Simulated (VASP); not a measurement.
# InSb (F-43m) in VASP: further runs, part 2 of 2

VASP 6.6.1. Earlier steps stand in the parts before.

### Step 4. Elastic constants, PBE

This run uses another cell than the first one, of 28.12 Å³/atom.

INCAR reads:

```
PREC     = Accurate       # precision mode
ENCUT    = 600            # plane-wave cutoff, eV
EDIFF    = 1E-8           # SCF threshold, eV
ISMEAR   = 0              # smearing method
SIGMA    = 0.01           # smearing width, eV
LREAL    = False          # projectors in reciprocal space
LASPH    = True           # aspherical terms in the spheres
NELM     = 100            # most SCF steps
ALGO     = Normal         # electronic algorithm
ISIF     = 3              # what is computed and relaxed
LWAVE    = False          # write WAVECAR
LCHARG   = False          # write CHGCAR
GGA      = PE             # functional
IBRION   = 6              # ionic algorithm
NFREE    = 2            
POTIM    = 0.015          # step
NSW      = 1              # ionic steps
```

KPOINTS reads:

```
Automatic mesh
0
Gamma
  12 12 12
```

POSCAR reads:

```
InSb
1.0
    0.0000000000      3.0409979661      3.0409979661
    3.0409979661      0.0000000000      3.0409979661
    3.0409979661      3.0409979661      0.0000000000
In Sb
1 1
Direct
    0.0000000000      0.0000000000      0.0000000000
    0.7500000000      0.7500000000      0.7500000000
```

Potentials or basis: VASP PAW PBE potentials, release 64 (In_d, Sb).

Command:

```console
cat potpaw_PBE.64/In_d/POTCAR potpaw_PBE.64/Sb/POTCAR > POTCAR
mpirun -np 1 vasp_std > vasp.out
```

OUTCAR:

```text
PREC = Accurate
   ENCUT = 600
   EDIFF = 1E-8
   ISMEAR = 0
   LREAL = False
   LASPH = True
   NELM = 100
   ISIF = 3
   GGA = PE
   IBRION = 6
   NFREE = 2
   POTIM = 0.015
   NSW = 1

 ion  position               nearest neighbor table
   1  0.000  0.000  0.000-   2 2.63   2 2.63   2 2.63   2 2.63
   2  0.750  0.750  0.750-   1 2.63   1 2.63   1 2.63   1 2.63

  LATTYP: Found a face centered cubic cell.
 ALAT       =     6.0819959322

  Lattice vectors:

 A1 = (   0.0000000000,   3.0409979661,   3.0409979661)
 A2 = (   3.0409979661,   0.0000000000,   3.0409979661)
 A3 = (   3.0409979661,   3.0409979661,   0.0000000000)

Analysis of symmetry for initial positions (statically):
=====================================================================
 Subroutine PRICEL returns:
 Original cell was already a primitive cell.

 Routine SETGRP: Setting up the symmetry group for a
 face centered cubic supercell.

 Subroutine GETGRP returns: Found 24 space group operations
 (whereof 24 operations were pure point group operations)
 out of a pool of 48 trial point group operations.

The static configuration has the point symmetry T_d .

Analysis of symmetry for dynamics (positions and initial velocities):
=====================================================================
 Subroutine PRICEL returns:
 Original cell was already a primitive cell.

[... 748 lines left out ...]
  in kB      179.8331630    179.9668442    179.9668442      0.0000000     -7.4233803      0.0000000
  external PRESSURE =     179.9222838 kB  Pullay stress =       0.0000000 kB
[... 17 lines left out ...]
  FREE ENERGIE OF THE ION-ELECTRON SYSTEM (eV)
  ---------------------------------------------------
  free  energy   TOTEN  =        -6.2187898898 eV

  energy  without entropy=       -6.2187898898  energy(sigma->0) =       -6.21878989

 INTERNAL STRAIN TENSORS FROM STRAINED CELLS
 ============================================

 INTERNAL STRAIN TENSOR FOR ION    1 for displacements in x,y,z  (eV/Angst):
          X           Y           Z          XY          YZ          ZX
  --------------------------------------------------------------------------------
  x    -0.00000     0.00000     0.00000     0.00000   -17.35733    -0.00000
  y     0.00000     0.00000     0.00000    -0.00000     0.00000   -17.35648
  z     0.00000     0.00000    -0.00000   -17.35713    -0.00000     0.00000

 INTERNAL STRAIN TENSORS FROM DISPLACED ATOMS
 ============================================

 INTERNAL STRAIN TENSOR FOR ION    1 for displacements in x,y,z  (eV/Angst):
          X           Y           Z          XY          YZ          ZX
  --------------------------------------------------------------------------------
  x    -0.00000    -0.00000    -0.00000     0.00000   -17.38137     0.00000
  y     0.00000    -0.00000     0.00000     0.00000     0.00000   -17.38137
  z    -0.00000    -0.00000    -0.00000   -17.38137     0.00000     0.00000

 INTERNAL STRAIN TENSOR FOR ION    2 for displacements in x,y,z  (eV/Angst):
          X           Y           Z          XY          YZ          ZX
  --------------------------------------------------------------------------------
  x     0.00000     0.00000     0.00000     0.00000    17.37496     0.00000
  y     0.00000     0.00000     0.00000     0.00000     0.00000    17.37496
  z     0.00000     0.00000     0.00000    17.37496     0.00000     0.00000

 Eigenvectors and eigenvalues of the dynamical matrix
 ----------------------------------------------------

   1 f  =    6.901704 THz    43.364687 2PiTHz  230.216075 cm-1    28.543143 meV
             X         Y         Z           dx          dy          dz
      0.000000  0.000000  0.000000    -0.707134    0.121406    0.000000
      4.561497  4.561497  4.561497     0.686534   -0.117870   -0.000000
[... 21 lines left out ...]
   6 f/i=    0.000909 THz     0.005712 2PiTHz    0.030325 cm-1     0.003760 meV
             X         Y         Z           dx          dy          dz
      0.000000  0.000000  0.000000     0.037942   -0.636888    0.279563
      4.561497  4.561497  4.561497     0.039081   -0.655999    0.287952

--------------------------------------------------------------------------------------------------------

 ELASTIC MODULI CONTR FROM IONIC RELAXATION (kBar)
 Direction    XX          YY          ZZ          XY          YZ          ZX
 --------------------------------------------------------------------------------
 XX          -0.0000     -0.0000     -0.0000     -0.0000     -0.0000      0.0000
 YY          -0.0000     -0.0000     -0.0000     -0.0000     -0.0000     -0.0000
 ZZ          -0.0000     -0.0000     -0.0000     -0.0000     -0.0000      0.0000
 XY          -0.0000     -0.0000     -0.0000   -746.9736      0.0000      0.0000
 YZ          -0.0000     -0.0000     -0.0000      0.0000   -746.9736      0.0000
 ZX           0.0000     -0.0000      0.0000      0.0000      0.0000   -746.9736
 --------------------------------------------------------------------------------

 TOTAL ELASTIC MODULI (kBar)
 Direction    XX          YY          ZZ          XY          YZ          ZX
 --------------------------------------------------------------------------------
 XX        1045.7510    884.2429    884.2429     -0.0000     -0.0000      0.0000
 YY         884.2429   1045.7510    884.2429     -0.0000     -0.0000     -0.0000
 ZZ         884.2429    884.2429   1045.7510     -0.0000     -0.0000      0.0000
 XY          -0.0000     -0.0000     -0.0000    206.5086      0.0000     -0.0000
 YZ          -0.0000     -0.0000     -0.0000      0.0000    206.5086      0.0000
 ZX           0.0000     -0.0000      0.0000     -0.0000      0.0000    206.5086
 --------------------------------------------------------------------------------
```

Run time: 68 min. Hardware: 1 thread of Intel Xeon 8259CL, shared host; peak memory 0.83 GiB.

Results:

```yaml
Elastic_constants_C11_C12_C44: 105, 88, 21 GPa
Voigt_bulk_modulus: 94 GPa
Highest_phonon_frequency_at_Γ_LO-TO_splitting_left_out: 230 cm⁻¹
```

Phonon frequencies in cm⁻¹ (negative: imaginary):
```
              q point        frequencies
(0.000, 0.000, 0.000)  0 0 0 230 230 230
```

Elastic tensor in Voigt notation (GPa, in the Cartesian axes of the cell as first typed):
```
105  88  88   0   0   0
 88 105  88   0   0   0
 88  88 105   0   0   0
  0   0   0  21   0   0
  0   0   0   0  21   0
  0   0   0   0   0  21
```

Clamped-ion elastic tensor (GPa):
```
105  88  88   0   0   0
 88 105  88   0   0   0
 88  88 105   0   0   0
  0   0   0  95   0   0
  0   0   0   0  95   0
  0   0   0   0   0  95
```

Caveat: the cell is under stress, which shifts elastic constants; spin-orbit coupling is left out, which moves the levels of the heavy elements.
